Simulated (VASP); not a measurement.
# SnO2 (P1) in VASP: single point with r2SCAN

Aim: the single point of SnO2 with r2SCAN.

All numbers are computed with VASP 6.6.1; they aren't measurements. Logs are shortened: lines on timing, memory, paths and dates and some standing lists are left out, and cuts for length are marked.

### 1 The cell of the first run

The typed cell holds 6 atoms: a = 4.788 Å, b = 4.867 Å, c = 3.241 Å, α = 90.00°, β = 90.00°, γ = 90.00°.

### 2 Single point, r2SCAN (atom 3 (O) moved -0.300 Å along Cartesian [1 1 1])

POSCAR

```
SnO2
1.0
    4.7880040000      0.0000000000      0.0000000000
    0.0000000000      4.8665820000      0.0000000000
    0.0000000000      0.0000000000      3.2408980000
Sn O
2 4
Direct
    0.5000000000      0.5000000000      0.5000000000
    0.0000000000      0.0000000000      0.0000000000
    0.2556802013      0.2854512957     -0.0534435458
    0.7918550000      0.1789580000      0.5000000000
    0.2081450000      0.8210420000      0.5000000000
    0.7081450000      0.6789580000      0.0000000000
```

INCAR.step1

```
SYSTEM = SnO2
ALGO = Normal
EDIFF = 1E-4
ENCUT = 520
GGA = PE
ISMEAR = 0
LASPH = .True.
LCHARG = .False.
LREAL = .False.
LWAVE = .True.
NBANDS = 35
NELM = 80
PREC = Accurate
SIGMA = 0.05
```

INCAR.step2

```
SYSTEM = SnO2
ALGO = Normal
EDIFF = 1E-6
ENCUT = 520
ISIF = 2
ISMEAR = 0
ISTART = 1
LASPH = .True.
LCHARG = .False.
LMIXTAU = .True.
LREAL = .False.
LWAVE = .False.
METAGGA = R2SCAN
NBANDS = 35
NELM = 80
PREC = Accurate
SIGMA = 0.05
```

KPOINTS

```
k-points
0
Gamma
  6 6 8
  0 0 0
```

Potentials or basis: VASP PAW PBE potentials, release 64 (Sn_d, O).

Command:

```bash
> cat potpaw_PBE.64/Sn_d/POTCAR potpaw_PBE.64/O/POTCAR > POTCAR
> cp INCAR.step1 INCAR
> mpirun -np 1 vasp_std > vasp.out
> cp INCAR.step2 INCAR
> mpirun -np 1 vasp_std > vasp.out
```

OUTCAR:

```text
SYSTEM = SnO2
   EDIFF = 1E-6
   ENCUT = 520
   ISIF = 2
   ISMEAR = 0
   ISTART = 1
   LASPH = .True.
   LREAL = .False.
   METAGGA = R2SCAN
   NELM = 80
   PREC = Accurate

 ion  position               nearest neighbor table
   1  0.500  0.500  0.500-   6 2.09   6 2.09   4 2.10   5 2.10   3 2.13   3 2.38
   2  0.000  0.000  0.000-   3 1.86   4 2.09   5 2.09   4 2.09   5 2.09   6 2.10
   3  0.256  0.285  0.947-   2 1.86   1 2.13   1 2.38
   4  0.792  0.179  0.500-   2 2.09   2 2.09   1 2.10
   5  0.208  0.821  0.500-   2 2.09   2 2.09   1 2.10
   6  0.708  0.679  0.000-   1 2.09   1 2.09   2 2.10

  LATTYP: Found a simple orthorhombic cell.
 ALAT       =     3.2408980000
 B/A-ratio  =     1.4773695439
 C/A-ratio  =     1.5016152930

  Lattice vectors:

 A1 = (   0.0000000000,   0.0000000000,   3.2408980000)
 A2 = (   4.7880040000,   0.0000000000,   0.0000000000)
 A3 = (   0.0000000000,   4.8665820000,   0.0000000000)

Analysis of symmetry for initial positions (statically):
=====================================================================
 Subroutine PRICEL returns:
 Original cell was already a primitive cell.

 Routine SETGRP: Setting up the symmetry group for a
 simple orthorhombic supercell.

 Subroutine GETGRP returns: Found  1 space group operations
 (whereof  1 operations were pure point group operations)
 out of a pool of  8 trial point group operations.

The static configuration has the point symmetry C_1 .

Analysis of symmetry for dynamics (positions and initial velocities):
=====================================================================
 Subroutine PRICEL returns:
 Original cell was already a primitive cell.

 Routine SETGRP: Setting up the symmetry group for a
 simple orthorhombic supercell.

 Subroutine GETGRP returns: Found  1 space group operations
 (whereof  1 operations were pure point group operations)
 out of a pool of  8 trial point group operations.

The dynamic configuration has the point symmetry C_1 .

 Subroutine INISYM returns: Found  1 space group operations
 (whereof  1 operations are pure point group operations),
 and found     1 'primitive' translations

----------------------------------------------------------------------------------------

                                     Primitive cell

  volume of cell :      75.5169

  direct lattice vectors                    reciprocal lattice vectors
     4.788004000  0.000000000  0.000000000     0.208855298  0.000000000  0.000000000
     0.000000000  4.866582000  0.000000000     0.000000000  0.205483027  0.000000000
     0.000000000  0.000000000  3.240898000     0.000000000  0.000000000  0.308556456

  length of vectors
     4.788004000  4.866582000  3.240898000     0.208855298  0.205483027  0.308556456

  position of ions in fractional coordinates (direct lattice)
     0.500000000  0.500000000  0.500000000
     0.000000000  0.000000000  0.000000000
     0.255680201  0.285451296  0.946556454
     0.791855000  0.178958000  0.500000000
     0.208145000  0.821042000  0.500000000
     0.708145000  0.678958000  0.000000000

  ion indices of the primitive-cell ions
   primitive index   ion index
                 1           1
                 2           2
                 3           3
                 4           4
                 5           5
                 6           6

----------------------------------------------------------------------------------------

 KPOINTS: k-points

Automatic generation of k-mesh.
 Grid dimensions read from file:
 generate k-points for:    6    6    8

 Generating k-lattice:

  Cartesian coordinates                     Fractional coordinates (reciprocal lattice)
     0.034809216  0.000000000  0.000000000     0.166666667  0.000000000  0.000000000
     0.000000000  0.034247171  0.000000000     0.000000000  0.166666667  0.000000000
     0.000000000  0.000000000  0.038569557     0.000000000  0.000000000  0.125000000

  Length of vectors
     0.034809216  0.034247171  0.038569557

  Shift w.r.t. Gamma in fractional coordinates (k-lattice)
     0.000000000  0.000000000  0.000000000

 Subroutine IBZKPT returns following result:
 ===========================================

 Found    148 irreducible k-points:

 Following reciprocal coordinates:
            Coordinates               Weight
  0.000000  0.000000  0.000000      1.000000
  0.166667  0.000000  0.000000      2.000000
  0.333333  0.000000  0.000000      2.000000
  0.500000  0.000000  0.000000      1.000000
  0.000000  0.166667  0.000000      2.000000
  0.166667  0.166667  0.000000      2.000000
[... 16 lines left out ...]
 -0.166667  0.000000  0.125000      2.000000
  0.333333  0.000000  0.125000      2.000000
 [... further k-points ...]
   k-points           NKPTS =    148   k-points in BZ     NKDIM =    148   number of bands    NBANDS=     35
   number of dos      NEDOS =    301   number of ions     NIONS =      6
   total plane-waves  NPLWV =  31104
   dimension x,y,z NGX =    36 NGY =   36 NGZ =   24
   dimension x,y,z NGXF=    72 NGYF=   72 NGZF=   48
   ions per type =               2   4
   NGX,Y,Z   is equivalent  to a cutoff of  12.50, 12.30, 12.31 a.u.
   NGXF,Y,Z  is equivalent  to a cutoff of  25.00, 24.60, 24.62 a.u.
 SYSTEM =  SnO2
   PREC   = accura    normal or accurate (medium, high low for compatibility)
   ISTART =      1    job   : 0-new  1-cont  2-samecut
   ICHARG =      0    charge: 1-file 2-atom 10-const
   ISPIN  =      1    spin polarized calculation?
   LNONCOLLINEAR =      F non collinear calculations
   LSORBIT =      F    spin-orbit coupling
   LASPH  =      T    aspherical Exc in radial PAW
   ENCUT  =  520.0 eV  38.22 Ry    6.18 a.u.   8.90  9.05  6.03*2*pi/ulx,y,z
   NELM   =     80;   NELMIN=  2; NELMDL=  0     # of ELM steps
   EDIFF  = 0.1E-05   stopping-criterion for ELM
   LREAL  =      F    real-space projection
   EDIFFG = 0.1E-04   stopping-criterion for IOM
   NSW    =      0    number of steps for IOM
   IBRION =     -1    ionic relax: 0-MD 1-quasi-New 2-CG
   NFREE  =      0    steps in history (QN), initial steepest desc. (CG)
   ISIF   =      2    stress and relaxation
   ISYM   =      2    0-nonsym 1-usesym 2-fastsym
   POTIM  = 0.5000    time-step for ionic-motion
   TEBEG  =    0.0;   TEEND  =   0.0 temperature during run
   PSTRESS=    0.0 pullay stress
   NELECT =      52.0000    total number of electrons
   NUPDOWN=      -1.0000    fix difference up-down
   EMIN   =  10.00;   EMAX   =-10.00  energy-range for DOS
   EFERMI =   0.00;   METHOD = LEGACY
   ISMEAR =     0;   SIGMA  =   0.05  broadening in eV -4-tet -1-fermi 0-gaus
   EFERMI_NEDOS =   21; number of points for ismear=-14 and -15
   IALGO  =     38    algorithm
   IMIX   =      4    mixing-type and parameters
     AMIX     =   0.40;   BMIX     =  1.00
     AMIX_MAG =   1.60;   BMIX_MAG =  1.00
  volume/ion in A,a.u.               =      12.59        84.94
  Fermi-wavevector in a.u.,A,eV,Ry     =   1.445644  2.731871 28.434627  2.089886
  Thomas-Fermi vector in A             =   2.563802
   LORBIT       =      0    0 simple, 1 ext, 2 COOP (PROOUT), +10 PAW based schemes
   METAGGA = R2SCAN    functional components
   LHFCALC =     F    Hartree Fock is set to
   AEXX    =    0.0000 exact exchange contribution
   IVDW    =     0    specifies the selected vdW correction
   LEPSILON=     F    determine dielectric tensor
   LRPA    =     F    only Hartree local field effects (RPA)
 non-spin polarized calculation
 Gauss-broadening in eV      SIGMA  =   0.05
  energy-cutoff  :      520.00
  volume of cell :       75.52
 maximum number of plane-waves:      2064
   NGX = 17   NGY = 19   NGZ = 13

 number of electron      52.0000016 magnetization

 Free energy of the ion-electron system (eV)
  ---------------------------------------------------
  ext. energy  EPLUGINS =         0.00000000
  ---------------------------------------------------
  free energy    TOTEN  =       -83.77654774 eV

  energy without entropy =      -83.77654774  energy(sigma->0) =      -83.77654774

 E-fermi :   5.3556     XC(G=0): -11.7436

 val. band max:        5.0729239265   @ k =   0.0000   0.0000   0.0000
 cond. band min:       6.2426479286   @ k =   0.0000   0.0000   0.0000
 fundamental gap:      1.1697240021
 Fermi energy:         5.3556342325

 k-point     1 :       0.0000    0.0000    0.0000
  band No.  band energies     occupation
      1     -16.6983      2.00000
      2     -15.9438      2.00000
      3     -15.8412      2.00000
      4     -15.7357      2.00000
      5     -15.6569      2.00000
      6     -15.6101      2.00000
[... 27 lines left out ...]
     34      17.6735      0.00000
     35      18.4661      0.00000

 k-point     2 :       0.1667    0.0000    0.0000
  band No.  band energies     occupation
      1     -16.6570      2.00000
      2     -15.9891      2.00000
      3     -15.8393      2.00000
      4     -15.7702      2.00000
      5     -15.6558      2.00000
      6     -15.6089      2.00000
[... 27 lines left out ...]
     34      17.7613      0.00000
     35      18.4447      0.00000

 k-point     3 :       0.3333    0.0000    0.0000
  band No.  band energies     occupation
      1     -16.5369      2.00000
      2     -16.1444      2.00000
      3     -15.8346      2.00000
      4     -15.8094      2.00000
      5     -15.6537      2.00000
      6     -15.6065      2.00000
[... 27 lines left out ...]
     34      18.0125      0.00000
     35      18.4131      0.00000
[... 723 lines left out ...]
 k-point    23 :      -0.1667    0.0000    0.1250
  band No.  band energies     occupation
      1     -16.5963      2.00000
      2     -16.0550      2.00000
      3     -15.8500      2.00000
      4     -15.7888      2.00000
      5     -15.6607      2.00000
      6     -15.6138      2.00000
[... 27 lines left out ...]
     34      17.7588      0.00000
     35      18.3501      0.00000

 k-point    24 :       0.3333    0.0000    0.1250
  band No.  band energies     occupation
      1     -16.5308      2.00000
      2     -16.1637      2.00000
      3     -15.8617      2.00000
      4     -15.7909      2.00000
      5     -15.6586      2.00000
      6     -15.6112      2.00000
[... 27 lines left out ...]
     34      17.9709      0.00000
     35      18.4958      0.00000

 [... further k-points ...]

------------------------ aborting loop because EDIFF is reached ----------------------------------------

  FORCE on cell =-STRESS in cart. coord.  units (eV):
  Direction    XX          YY          ZZ          XY          YZ          ZX
  --------------------------------------------------------------------------------------
  -------------------------------------------------------------------------------------
  Total       -1.7860783     -0.8634638     -3.0657609      2.6707753     -0.0070427     -0.1331680
  in kB      -37.8937136    -18.3193816    -65.0436561     56.6635807     -0.1494191     -2.8253134
  external PRESSURE =     -40.4189171 kB  Pullay stress =       0.0000000 kB

 VOLUME and BASIS-vectors are now :
 -----------------------------------------------------------------------------
  energy-cutoff  :      520.00
  volume of cell :       75.52
      direct lattice vectors                 reciprocal lattice vectors
     4.788004000  0.000000000  0.000000000     0.208855298  0.000000000  0.000000000
     0.000000000  4.866582000  0.000000000     0.000000000  0.205483027  0.000000000
     0.000000000  0.000000000  3.240898000     0.000000000  0.000000000  0.308556456

 POSITION                                       TOTAL-FORCE (eV/Angst)
 -----------------------------------------------------------------------------------
      2.39400      2.43329      1.62045        -0.705180     -0.709541     -0.232285
      0.00000      0.00000      0.00000        -2.155690     -2.344585      0.280919
      1.22420      1.38917      3.06769         4.257065      4.403651      0.618224
      3.79140      0.87091      1.62045        -0.731617      0.179324     -0.340215
      0.99660      3.99567      1.62045         0.096147     -0.980426     -0.324976
      3.39060      3.30420      0.00000        -0.760724     -0.548422     -0.001667
 -----------------------------------------------------------------------------------
    total drift:                               -0.000746      0.000722      0.001033

  FREE ENERGIE OF THE ION-ELECTRON SYSTEM (eV)
  ---------------------------------------------------
  free  energy   TOTEN  =       -83.7765477383 eV

  energy  without entropy=      -83.7765477383  energy(sigma->0) =      -83.77654774
```

It took 8.7 min on 1 thread of Intel Xeon Platinum 8488C (Sapphire Rapids), shared host; peak memory 0.4 GiB.

What came out:

| Property | Result |
| --- | --- |
| Free energy | -83.7765 eV |
| Pressure | -4.0 GPa |
| Largest force | 6.156 eV/Å |
| Band gap on the k mesh | 1.17 eV |

Forces in eV/Å, atoms in the order of the input:
```
Sn  -0.705 -0.710 -0.232
Sn  -2.156 -2.345  0.281
O    4.257  4.404  0.618
O   -0.732  0.179 -0.340
O    0.096 -0.980 -0.325
O   -0.761 -0.548 -0.002
```

Caveat: the cell differs from its parent crystal (atom 3 (O) moved -0.300 Å along Cartesian [1 1 1]); the cell stands under tension; the PAW data sets were made with another functional, which shifts forces and pressure a little; spin-orbit coupling is left out, which moves the levels of the heavy elements.
